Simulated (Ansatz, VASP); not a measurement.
**Ca: VASP beside Ansatz**

```
Ca
1.0
    -2.19220    2.19220    2.19220
     2.19220   -2.19220    2.19220
     2.19220    2.19220   -2.19220
Ca
1
Cartesian
  0.0000 0.0000 0.0000
```

Alike in both runs: task single point; functional PBE; k mesh 17 × 17 × 17; occupations fermi-dirac, width 0.1 eV; no spin polarisation.

|  | VASP | Ansatz |
| --- | --- | --- |
| version | VASP 6.6.1 | Ansatz 0.2.0 |
| potentials or method | VASP PAW PBE potentials, release 64 (Ca_sv), cutoff 520 eV | plane waves (420 eV) with PAW, scalar-relativistic |
| valence electrons in the cell | 10 | 10 |

|  | VASP | Ansatz | Ansatz less VASP |
| --- | --- | --- | --- |
| pressure (GPa) | 0.0 | 0.0 | -0.02 |

With one functional, cell and mesh, what is left measures potentials, basis and numerics.
